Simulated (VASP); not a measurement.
# C (R-3m) in VASP: further runs, part 2 of 3

VASP 6.6.1. Earlier steps stand in the parts before.

## Step 3: Single point, PBEsol+D3(BJ) (mode 4 frozen in at -0.032 Å and mode 6 at +0.000 Å (largest displacements))

File INCAR:

```
PREC = Accurate
ENCUT = 520
EDIFF = 1E-6
ISMEAR = 0
SIGMA = 0.05
LREAL = False
LASPH = True
NELM = 100
ALGO = Normal
ISIF = 2
LWAVE = False
LCHARG = True
GGA = PS
IVDW = 12
LELF = True
LVHAR = True
NBANDS = 11
```

File KPOINTS:

```
regular mesh
0
Gamma
  15 15 15
```

File POSCAR:

```
C
1.0
    1.2291305633      0.7096388616      3.2835658809
   -1.2291305633      0.7096388616      3.2835658809
    0.0000000000     -1.4192777231      3.2835658809
C
2
Direct
    0.1633654755      0.1633654755      0.1633654755
    0.8366345245      0.8366345245      0.8366345245
```

Potentials or basis: VASP PAW PBE potentials, release 64 (C).

Launch:

```
cat potpaw_PBE.64/C/POTCAR > POTCAR
mpirun -np 1 vasp_std > vasp.out
```

OUTCAR:

```text
PREC = Accurate
   ENCUT = 520
   EDIFF = 1E-6
   ISMEAR = 0
   LREAL = False
   LASPH = True
   NELM = 100
   ISIF = 2
   GGA = PS
   IVDW = 12
 IVDW          = 12

 ion  position               nearest neighbor table
   1  0.163  0.163  0.163-   2 1.42   2 1.42   2 1.42
   2  0.837  0.837  0.837-   1 1.42   1 1.42   1 1.42

  LATTYP: Found a trigonal (rhomboedric) cell.
 ALAT       =     3.5771712497
 COS(alpha) =     0.7638725005

  Lattice vectors:

 A1 = (   1.2291305633,   0.7096388616,   3.2835658809)
 A2 = (  -1.2291305633,   0.7096388616,   3.2835658809)
 A3 = (   0.0000000000,  -1.4192777231,   3.2835658809)

Analysis of symmetry for initial positions (statically):
=====================================================================
 Subroutine PRICEL returns:
 Original cell was already a primitive cell.

 Routine SETGRP: Setting up the symmetry group for a
 trigonal (rhombohedral) supercell.

 Subroutine GETGRP returns: Found 12 space group operations
 (whereof 12 operations were pure point group operations)
 out of a pool of 12 trial point group operations.

The static configuration has the point symmetry D_3d.

Analysis of symmetry for dynamics (positions and initial velocities):
=====================================================================
 Subroutine PRICEL returns:
 Original cell was already a primitive cell.

 Routine SETGRP: Setting up the symmetry group for a
 trigonal (rhombohedral) supercell.

 Subroutine GETGRP returns: Found 12 space group operations
 (whereof 12 operations were pure point group operations)
 out of a pool of 12 trial point group operations.

The dynamic configuration has the point symmetry D_3d.

 Subroutine INISYM returns: Found 12 space group operations
 (whereof 12 operations are pure point group operations),
 and found     1 'primitive' translations

----------------------------------------------------------------------------------------

                                     Primitive cell

  volume of cell :      17.1843

  direct lattice vectors                    reciprocal lattice vectors
     1.229130563  0.709638862  3.283565881     0.406791609  0.234861245  0.101515653
    -1.229130563  0.709638862  3.283565881    -0.406791609  0.234861245  0.101515653
     0.000000000 -1.419277723  3.283565881     0.000000000 -0.469722490  0.101515653

  length of vectors
     3.577171250  3.577171250  3.577171250     0.480567004  0.480567004  0.480567004

  position of ions in fractional coordinates (direct lattice)
     0.163365476  0.163365476  0.163365476
     0.836634524  0.836634524  0.836634524

  ion indices of the primitive-cell ions
   primitive index   ion index
                 1           1
                 2           2

----------------------------------------------------------------------------------------

 KPOINTS: regular mesh

Automatic generation of k-mesh.
 Grid dimensions read from file:
 generate k-points for:   15   15   15

 Generating k-lattice:

  Cartesian coordinates                     Fractional coordinates (reciprocal lattice)
     0.027119441  0.015657416  0.006767710     0.066666667  0.000000000 -0.000000000
    -0.027119441  0.015657416  0.006767710     0.000000000  0.066666667 -0.000000000
     0.000000000 -0.031314833  0.006767710    -0.000000000 -0.000000000  0.066666667
[... 39 lines left out ...]
   k-points           NKPTS =    344   k-points in BZ     NKDIM =    344   number of bands    NBANDS=     11
   number of dos      NEDOS =    301   number of ions     NIONS =      2
   total plane-waves  NPLWV =  21952
   dimension x,y,z NGX =    28 NGY =   28 NGZ =   28
   dimension x,y,z NGXF=    56 NGYF=   56 NGZF=   56
   ions per type =               2
   NGX,Y,Z   is equivalent  to a cutoff of  13.01, 13.01, 13.01 a.u.
   NGXF,Y,Z  is equivalent  to a cutoff of  26.03, 26.03, 26.03 a.u.
 SYSTEM =  unknown system
   PREC   = accura    normal or accurate (medium, high low for compatibility)
   ISTART =      0    job   : 0-new  1-cont  2-samecut
   ICHARG =      2    charge: 1-file 2-atom 10-const
   ISPIN  =      1    spin polarized calculation?
   LNONCOLLINEAR =      F non collinear calculations
   LSORBIT =      F    spin-orbit coupling
   LASPH  =      T    aspherical Exc in radial PAW
   ENCUT  =  520.0 eV  38.22 Ry    6.18 a.u.   6.65  6.65  6.65*2*pi/ulx,y,z
   NELM   =    100;   NELMIN=  2; NELMDL= -5     # of ELM steps
   EDIFF  = 0.1E-05   stopping-criterion for ELM
   LREAL  =      F    real-space projection
   EDIFFG = 0.1E-04   stopping-criterion for IOM
   NSW    =      0    number of steps for IOM
   IBRION =     -1    ionic relax: 0-MD 1-quasi-New 2-CG
   NFREE  =      0    steps in history (QN), initial steepest desc. (CG)
   ISIF   =      2    stress and relaxation
   ISYM   =      2    0-nonsym 1-usesym 2-fastsym
   POTIM  = 0.5000    time-step for ionic-motion
   TEBEG  =    0.0;   TEEND  =   0.0 temperature during run
   PSTRESS=    0.0 pullay stress
   NELECT =       8.0000    total number of electrons
   NUPDOWN=      -1.0000    fix difference up-down
   EMIN   =  10.00;   EMAX   =-10.00  energy-range for DOS
   EFERMI =   0.00;   METHOD = LEGACY
   ISMEAR =     0;   SIGMA  =   0.05  broadening in eV -4-tet -1-fermi 0-gaus
   EFERMI_NEDOS =   21; number of points for ismear=-14 and -15
   IALGO  =     38    algorithm
   IMIX   =      4    mixing-type and parameters
     AMIX     =   0.40;   BMIX     =  1.00
     AMIX_MAG =   1.60;   BMIX_MAG =  1.00
  volume/ion in A,a.u.               =       8.59        57.98
  Fermi-wavevector in a.u.,A,eV,Ry     =   1.268803  2.397689 21.903472  1.609860
  Thomas-Fermi vector in A             =   2.401878
   LORBIT       =      0    0 simple, 1 ext, 2 COOP (PROOUT), +10 PAW based schemes
   GGA     = PS    functional components
   LHFCALC =     F    Hartree Fock is set to
   AEXX    =    0.0000 exact exchange contribution
   IVDW    =    12    specifies the selected vdW correction
   LEPSILON=     F    determine dielectric tensor
   LRPA    =     F    only Hartree local field effects (RPA)
 non-spin polarized calculation
 Gauss-broadening in eV      SIGMA  =   0.05
  energy-cutoff  :      520.00
  volume of cell :       17.18
 maximum number of plane-waves:       476
   NGX = 13   NGY = 13   NGZ = 13

 number of electron       8.0000000 magnetization

 Free energy of the ion-electron system (eV)
  ---------------------------------------------------
  ext. energy  EPLUGINS =         0.00000000
  ---------------------------------------------------
  free energy    TOTEN  =       -19.24817469 eV

  energy without entropy =      -19.24817469  energy(sigma->0) =      -19.24817469

 E-fermi :   4.6281     XC(G=0): -10.7201

 val. band max:        4.3944394438   @ k =  -0.3333   0.3333   0.0000
 cond. band min:       5.2711062411   @ k =  -0.3333   0.3333   0.0000
 fundamental gap:      0.8766667973
 Fermi energy:         4.6281199473

 k-point     1 :       0.0000    0.0000    0.0000
  band No.  band energies     occupation
      1     -14.8585      2.00000
      2      -1.6272      2.00000
      3       1.9259      2.00000
      4       1.9259      2.00000
      5       8.9309      0.00000
      6      13.2422      0.00000
      7      13.2422      0.00000
      8      16.3696      0.00000
      9      17.7990      0.00000
     10      27.3968      0.00000
     11      31.1593      0.00000
[... 309 lines left out ...]
 k-point    24 :       0.2000    0.1333    0.0000
  band No.  band energies     occupation
      1     -14.0744      2.00000
      2      -1.1182      2.00000
      3      -0.4492      2.00000
      4       0.4980      2.00000
      5      10.3965      0.00000
      6      13.4952      0.00000
      7      14.1376      0.00000
      8      15.6013      0.00000
      9      19.3380      0.00000
     10      25.6492      0.00000
     11      29.3776      0.00000

 [... further k-points ...]

------------------------ aborting loop because EDIFF is reached ----------------------------------------

 Edisp (eV)   -0.22519

 E8    (eV) :    -0.1095

  FORCE on cell =-STRESS in cart. coord.  units (eV):
  Direction    XX          YY          ZZ          XY          YZ          ZX
  --------------------------------------------------------------------------------------
  -------------------------------------------------------------------------------------
  Total       0.11359     0.11359    -0.10045     0.00000    -0.00000     0.00000
  in kB      10.59011    10.59011    -9.36535     0.00000    -0.00000     0.00000
  external pressure =        3.94 kB  Pullay stress =        0.00 kB

 VOLUME and BASIS-vectors are now :
 -----------------------------------------------------------------------------
  energy-cutoff  :      520.00
  volume of cell :       17.18
      direct lattice vectors                 reciprocal lattice vectors
     1.229130563  0.709638862  3.283565881     0.406791609  0.234861245  0.101515653
    -1.229130563  0.709638862  3.283565881    -0.406791609  0.234861245  0.101515653
     0.000000000 -1.419277723  3.283565881     0.000000000 -0.469722490  0.101515653

 POSITION                                       TOTAL-FORCE (eV/Angst)
 -----------------------------------------------------------------------------------
      0.00000      0.00000      1.60926         0.000000      0.000000      1.044446
      0.00000      0.00000      8.24143         0.000000     -0.000000     -1.044446
 -----------------------------------------------------------------------------------
    total drift:                               -0.000000     -0.000000      0.000000

  FREE ENERGIE OF THE ION-ELECTRON SYSTEM (eV)
  ---------------------------------------------------
  free  energy   TOTEN  =       -19.4733687051 eV

  energy  without entropy=      -19.4733687051  energy(sigma->0) =      -19.47336871
```

OSZICAR:

```text
N       E                     dE             d eps       ncg     rms          rms(c)
DAV:   1     0.494135250514E+01    0.49414E+01   -0.45409E+03  7787   0.666E+02
DAV:   2    -0.198364226577E+02   -0.24778E+02   -0.23504E+02  9761   0.131E+02
DAV:   3    -0.204204466311E+02   -0.58402E+00   -0.58282E+00  9521   0.167E+01
DAV:   4    -0.204224698863E+02   -0.20233E-02   -0.20231E-02  8829   0.121E+00
DAV:   5    -0.204224764792E+02   -0.65929E-05   -0.65928E-05  9558   0.642E-02    0.640E+00
DAV:   6    -0.195283262091E+02    0.89415E+00   -0.76648E-01  8837   0.504E+00    0.369E+00
DAV:   7    -0.192466248348E+02    0.28170E+00   -0.83438E-01  9079   0.531E+00    0.969E-01
DAV:   8    -0.192483486509E+02   -0.17238E-02   -0.18784E-02  8484   0.880E-01    0.120E-01
DAV:   9    -0.192481347754E+02    0.21388E-03   -0.54909E-04  9144   0.145E-01    0.525E-02
DAV:  10    -0.192481751989E+02   -0.40423E-04   -0.81214E-05  8752   0.618E-02    0.242E-02
DAV:  11    -0.192481746874E+02    0.51146E-06   -0.42245E-06  9175   0.118E-02
   1 F= -.19473369E+02 E0= -.19473369E+02  d E =-.281739E-13
```

stdout:

```text
POSCAR found type information on POSCAR C
 POSCAR found :  1 types and       2 ions
 scaLAPACK will be used
 -----------------------------------------------------------------------------
|                                                                             |
|                                                                             |
|     You enforced a specific xc type in the INCAR file but a different       |
|     I HOPE YOU KNOW WHAT YOU ARE DOING!                                     |
|                                                                             |
 -----------------------------------------------------------------------------

 LDA part: xc-table for (Slater+PW92), standard interpolation
 POSCAR, INCAR and KPOINTS ok, starting setup
 FFT: planning ... GRIDC
 FFT: planning ... GRID_SOFT
 FFT: planning ... GRID
 WAVECAR not read
 entering main loop
```

Run time: 1.8 min. Hardware: 1 thread of Intel Xeon Platinum 8259CL at 2.50GHz (Skylake/Cascade Lake), shared host; peak memory 0.19 GiB.

Results:

| Quantity | Value |
| --- | --- |
| Free energy | -19.4734 eV |
| Pressure | 0.4 GPa |
| Largest force | 1.044 eV/Å |
| Band gap on the k mesh | 0.88 eV, direct |
| Dispersion energy per atom | -0.113 eV |

Forces on the atoms (eV/Å):
```
C    0.000  0.000  1.044
C    0.000  0.000 -1.044
```

Stress tensor (GPa, compression positive):
```
 1.06  0.00  0.00
 0.00  1.06  0.00
 0.00  0.00 -0.94
```

Levels at points of the mesh, in eV from the valence-band top:
| k point | band 1 | band 2 | band 3 | band 4 | band 5 | band 6 | band 7 | band 8 |
| --- | --- | --- | --- | --- | --- | --- | --- | --- |
| (0.00, 0.00, 0.00) | -19.25 | -6.02 | -2.47 | -2.47 | 4.54 | 8.85 | 8.85 | 11.98 |

Caveat: the cell differs from its parent crystal (mode 4 frozen in at -0.032 Å and mode 6 at +0.000 Å (largest displacements)); the PAW data sets were made with another functional, which shifts forces and pressure a little.

(Continued in part 3 of 3.)
